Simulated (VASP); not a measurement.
# TeSe3 (P4mm) in VASP: single point with PBE

Aim: the single point of TeSe3 with PBE.

Everything below comes from runs of VASP 6.6.1. Logs are shortened: lines on timing, memory, paths and dates and some standing lists are left out, and cuts for length are marked.

### Step 1. The cell of the first run

The structure is tetragonal, space group P4mm (No. 99). Conventional cell: a = 4.601 Å, b = 4.601 Å, c = 6.261 Å, α = 90.00°, β = 90.00°, γ = 90.00°. Within 3.7 Å of Te (site symmetry 4mm) lie 6 Se at 2.84 to 3.42 Å. Se (site symmetry 2mm) has 6 Se at 2.84 to 3.25 Å and 2 Te at 2.90 Å within 3.7 Å. Within 3.7 Å of Se (site symmetry 4mm) lie 4 Se at 2.84 Å and 2 Te at 2.84 to 3.42 Å.

The cell was built from a structure type or drawn by symmetry, and may not be a known phase.

### Step 2. Single point, PBE

INCAR reads:

```
  PREC = Accurate
  ENCUT = 520
  EDIFF = 1E-6
  ISMEAR = 0
  SIGMA = 0.15
  LREAL = False
  LASPH = True
  NELM = 100
  ALGO = Normal
  ISIF = 2
  LWAVE = False
  LCHARG = False
  GGA = PE
  NBANDS = 20
```

KPOINTS reads:

```
Automatic mesh
0
Gamma
  3 3 3
```

POSCAR reads:

```
TeSe3
1.0
    4.6012835258      0.0000000000      0.0000000000
    0.0000000000      4.6012835258      0.0000000000
    0.0000000000      0.0000000000      6.2607226911
Te Se
1 3
Direct
    0.5000000000      0.5000000000      0.2143747345
    0.5000000000      0.0000000000      0.9336705337
    0.0000000000      0.5000000000      0.9336705337
    0.5000000000      0.5000000000      0.6687494781
```

Potentials or basis: VASP PAW PBE potentials, release 64 (Te, Se).

Launch:

```sh
> cat potpaw_PBE.64/Te/POTCAR potpaw_PBE.64/Se/POTCAR > POTCAR
> mpirun -np 1 vasp_std > vasp.out
```

OUTCAR:

```text
PREC = Accurate
   ENCUT = 520
   EDIFF = 1E-6
   ISMEAR = 0
   LREAL = False
   LASPH = True
   NELM = 100
   ISIF = 2
   GGA = PE

 ion  position               nearest neighbor table
   1  0.500  0.500  0.214-   4 2.84   3 2.90   2 2.90   2 2.90   3 2.90
   2  0.500  0.000  0.934-   1 2.90   1 2.90
   3  0.000  0.500  0.934-   1 2.90   1 2.90
   4  0.500  0.500  0.669-   1 2.84

  LATTYP: Found a simple tetragonal cell.
 ALAT       =     4.6012835258
 C/A-ratio  =     1.3606470143

  Lattice vectors:

 A1 = (   4.6012835258,   0.0000000000,   0.0000000000)
 A2 = (   0.0000000000,   4.6012835258,   0.0000000000)
 A3 = (   0.0000000000,   0.0000000000,   6.2607226911)

Analysis of symmetry for initial positions (statically):
=====================================================================
 Subroutine PRICEL returns:
 Original cell was already a primitive cell.

 Routine SETGRP: Setting up the symmetry group for a
 simple tetragonal supercell.

 Subroutine GETGRP returns: Found  8 space group operations
 (whereof  8 operations were pure point group operations)
 out of a pool of 16 trial point group operations.

The static configuration has the point symmetry C_4v.

Analysis of symmetry for dynamics (positions and initial velocities):
=====================================================================
 Subroutine PRICEL returns:
 Original cell was already a primitive cell.

 Routine SETGRP: Setting up the symmetry group for a
 simple tetragonal supercell.

 Subroutine GETGRP returns: Found  8 space group operations
 (whereof  8 operations were pure point group operations)
 out of a pool of 16 trial point group operations.

The dynamic configuration has the point symmetry C_4v.

 Subroutine INISYM returns: Found  8 space group operations
 (whereof  8 operations are pure point group operations),
 and found     1 'primitive' translations

----------------------------------------------------------------------------------------

                                     Primitive cell

  volume of cell :     132.5508

  direct lattice vectors                    reciprocal lattice vectors
     4.601283526  0.000000000  0.000000000     0.217330663  0.000000000  0.000000000
     0.000000000  4.601283526  0.000000000     0.000000000  0.217330663  0.000000000
     0.000000000  0.000000000  6.260722691     0.000000000  0.000000000  0.159725969

  length of vectors
     4.601283526  4.601283526  6.260722691     0.217330663  0.217330663  0.159725969

  position of ions in fractional coordinates (direct lattice)
     0.500000000  0.500000000  0.214374734
     0.500000000  0.000000000  0.933670534
     0.000000000  0.500000000  0.933670534
     0.500000000  0.500000000  0.668749478

  ion indices of the primitive-cell ions
   primitive index   ion index
                 1           1
                 2           2
                 3           3
                 4           4

----------------------------------------------------------------------------------------

 KPOINTS: Automatic mesh

Automatic generation of k-mesh.
 Grid dimensions read from file:
 generate k-points for:    3    3    3

 Generating k-lattice:

  Cartesian coordinates                     Fractional coordinates (reciprocal lattice)
     0.072443554  0.000000000  0.000000000     0.333333333  0.000000000  0.000000000
     0.000000000  0.072443554  0.000000000     0.000000000  0.333333333  0.000000000
     0.000000000  0.000000000  0.053241990     0.000000000  0.000000000  0.333333333

  Length of vectors
     0.072443554  0.072443554  0.053241990

  Shift w.r.t. Gamma in fractional coordinates (k-lattice)
     0.000000000  0.000000000  0.000000000

 Subroutine IBZKPT returns following result:
 ===========================================

 Found      6 irreducible k-points:

 Following reciprocal coordinates:
            Coordinates               Weight
  0.000000  0.000000  0.000000      1.000000
  0.333333  0.000000  0.000000      4.000000
  0.333333  0.333333  0.000000      4.000000
  0.000000  0.000000  0.333333      2.000000
  0.333333  0.000000  0.333333      8.000000
  0.333333  0.333333  0.333333      8.000000
   k-points           NKPTS =      6   k-points in BZ     NKDIM =      6   number of bands    NBANDS=     20
   number of dos      NEDOS =    301   number of ions     NIONS =      4
   total plane-waves  NPLWV =  62208
   dimension x,y,z NGX =    36 NGY =   36 NGZ =   48
   dimension x,y,z NGXF=    72 NGYF=   72 NGZF=   96
   ions per type =               1   3
   NGX,Y,Z   is equivalent  to a cutoff of  13.01, 13.01, 12.75 a.u.
   NGXF,Y,Z  is equivalent  to a cutoff of  26.01, 26.01, 25.49 a.u.
 SYSTEM =  unknown system
   PREC   = accura    normal or accurate (medium, high low for compatibility)
   ISTART =      0    job   : 0-new  1-cont  2-samecut
   ICHARG =      2    charge: 1-file 2-atom 10-const
   ISPIN  =      1    spin polarized calculation?
   LNONCOLLINEAR =      F non collinear calculations
   LSORBIT =      F    spin-orbit coupling
   LASPH  =      T    aspherical Exc in radial PAW
   ENCUT  =  520.0 eV  38.22 Ry    6.18 a.u.   8.56  8.56 11.64*2*pi/ulx,y,z
   NELM   =    100;   NELMIN=  2; NELMDL= -5     # of ELM steps
   EDIFF  = 0.1E-05   stopping-criterion for ELM
   LREAL  =      F    real-space projection
   EDIFFG = 0.1E-04   stopping-criterion for IOM
   NSW    =      0    number of steps for IOM
   IBRION =     -1    ionic relax: 0-MD 1-quasi-New 2-CG
   NFREE  =      0    steps in history (QN), initial steepest desc. (CG)
   ISIF   =      2    stress and relaxation
   ISYM   =      2    0-nonsym 1-usesym 2-fastsym
   POTIM  = 0.5000    time-step for ionic-motion
   TEBEG  =    0.0;   TEEND  =   0.0 temperature during run
   PSTRESS=    0.0 pullay stress
   NELECT =      24.0000    total number of electrons
   NUPDOWN=      -1.0000    fix difference up-down
   EMIN   =  10.00;   EMAX   =-10.00  energy-range for DOS
   EFERMI =   0.00;   METHOD = LEGACY
   ISMEAR =     0;   SIGMA  =   0.15  broadening in eV -4-tet -1-fermi 0-gaus
   EFERMI_NEDOS =   21; number of points for ismear=-14 and -15
   IALGO  =     38    algorithm
   IMIX   =      4    mixing-type and parameters
     AMIX     =   0.40;   BMIX     =  1.00
     AMIX_MAG =   1.60;   BMIX_MAG =  1.00
  volume/ion in A,a.u.               =      33.14       223.62
  Fermi-wavevector in a.u.,A,eV,Ry     =   0.926157  1.750182 11.670616  0.857766
  Thomas-Fermi vector in A             =   2.052089
   LORBIT       =      0    0 simple, 1 ext, 2 COOP (PROOUT), +10 PAW based schemes
   GGA     = PE    functional components
   LHFCALC =     F    Hartree Fock is set to
   AEXX    =    0.0000 exact exchange contribution
   IVDW    =     0    specifies the selected vdW correction
   LEPSILON=     F    determine dielectric tensor
   LRPA    =     F    only Hartree local field effects (RPA)
 non-spin polarized calculation
 Gauss-broadening in eV      SIGMA  =   0.15
  energy-cutoff  :      520.00
  volume of cell :      132.55
 maximum number of plane-waves:      3577
 NGX is ok and might be reduce to    36
   NGX = 17   NGY = 17   NGZ = 23

 number of electron      24.0000003 magnetization

 Free energy of the ion-electron system (eV)
  ---------------------------------------------------
  ext. energy  EPLUGINS =         0.00000000
  ---------------------------------------------------
  free energy    TOTEN  =       -12.22253298 eV

  energy without entropy =      -12.20873262  energy(sigma->0) =      -12.21563280

 E-fermi :   2.8189     XC(G=0):  -8.0625

 val. band max:        2.4854577146   @ k =   0.3333   0.3333   0.0000
 cond. band min:       2.9455123579   @ k =   0.3333   0.3333   0.3333
 fundamental gap:      0.4600546433
 Fermi energy:         2.8189091148

 k-point     1 :       0.0000    0.0000    0.0000
  band No.  band energies     occupation
      1     -12.5285      2.00000
      2      -9.3984      2.00000
      3      -9.3145      2.00000
      4      -8.0115      2.00000
      5      -2.6642      2.00000
      6      -2.6642      2.00000
[... 12 lines left out ...]
     19       8.9688      0.00000
     20       9.2777      0.00000

 k-point     2 :       0.3333    0.0000    0.0000
  band No.  band energies     occupation
      1     -12.0648      2.00000
      2     -10.1100      2.00000
      3      -9.3116      2.00000
      4      -8.0383      2.00000
      5      -2.8339      2.00000
      6      -2.3137      2.00000
[... 12 lines left out ...]
     19      10.4549      0.00000
     20      10.4613      0.00000

 k-point     3 :       0.3333    0.3333    0.0000
  band No.  band energies     occupation
      1     -11.5652      2.00000
      2     -10.1698      2.00000
      3      -9.7518      2.00000
      4      -8.2215      2.00000
      5      -3.8584      2.00000
      6      -1.2962      2.00000
[... 12 lines left out ...]
     19       9.4145      0.00000
     20       9.7734      0.00000

 k-point     4 :       0.0000    0.0000    0.3333
  band No.  band energies     occupation
      1     -12.4052      2.00000
      2     -10.0617      2.00000
      3      -9.3134      2.00000
      4      -7.2573      2.00000
      5      -2.5593      2.00000
      6      -2.5593      2.00000
[... 12 lines left out ...]
     19       9.0514      0.00000
     20       9.5726      0.00000

 k-point     5 :       0.3333    0.0000    0.3333
  band No.  band energies     occupation
      1     -11.9216      2.00000
      2     -10.1420      2.00000
      3      -9.8665      2.00000
      4      -7.5778      2.00000
      5      -2.1915      2.00000
      6      -2.0745      2.00000
[... 12 lines left out ...]
     19       9.8326      0.00000
     20      10.0947      0.00000

 k-point     6 :       0.3333    0.3333    0.3333
  band No.  band energies     occupation
      1     -11.4107      2.00000
      2     -10.1649      2.00000
      3      -9.9981      2.00000
      4      -8.3928      2.00000
      5      -2.6473      2.00000
      6      -1.6908      2.00000
[... 12 lines left out ...]
     19       9.6024      0.00000
     20      10.5999      0.00000

------------------------ aborting loop because EDIFF is reached ----------------------------------------

  FORCE on cell =-STRESS in cart. coord.  units (eV):
  Direction    XX          YY          ZZ          XY          YZ          ZX
  --------------------------------------------------------------------------------------
  -------------------------------------------------------------------------------------
  Total        0.1043148      0.1043148     -0.0667723      0.0000000      0.0000000     -0.0000000
  in kB        1.2608810      1.2608810     -0.8070944      0.0000000      0.0000000     -0.0000000
  external PRESSURE =       0.5715558 kB  Pullay stress =       0.0000000 kB

 VOLUME and BASIS-vectors are now :
 -----------------------------------------------------------------------------
  energy-cutoff  :      520.00
  volume of cell :      132.55
      direct lattice vectors                 reciprocal lattice vectors
     4.601283526  0.000000000  0.000000000     0.217330663  0.000000000  0.000000000
     0.000000000  4.601283526  0.000000000     0.000000000  0.217330663  0.000000000
     0.000000000  0.000000000  6.260722691     0.000000000  0.000000000  0.159725969

 POSITION                                       TOTAL-FORCE (eV/Angst)
 -----------------------------------------------------------------------------------
      2.30064      2.30064      1.34214         0.000000     -0.000000     -0.045571
      2.30064      0.00000      5.84545         0.000000      0.000000      0.014740
      0.00000      2.30064      5.84545        -0.000000      0.000000      0.014740
      2.30064      2.30064      4.18686         0.000000     -0.000000      0.016091
 -----------------------------------------------------------------------------------
    total drift:                                0.000000      0.000000      0.000524

  FREE ENERGIE OF THE ION-ELECTRON SYSTEM (eV)
  ---------------------------------------------------
  free  energy   TOTEN  =       -12.2225329775 eV

  energy  without entropy=      -12.2087326221  energy(sigma->0) =      -12.21563280
```

Wall time 31 s (1 thread of Intel Xeon 8259CL, shared host); peak memory 0.24 GiB.

Results:

```yaml
Free_energy: -12.2225 eV
Pressure: 0.1 GPa
Largest_force: 0.046 eV/Å
Band_gap_on_the_k_mesh: zero (bands 12 and 13 overlap by 1.24 eV)
```

Forces in eV/Å, atoms in the order of the input:
```
Te   0.000  0.000 -0.046
Se   0.000  0.000  0.015
Se   0.000  0.000  0.015
Se   0.000  0.000  0.016
```

Caveat: the k points lie up to 0.46 Å⁻¹ apart, too coarse for converged energies and pressures of a metal; spin-orbit coupling is left out, which moves the levels of the heavy elements.
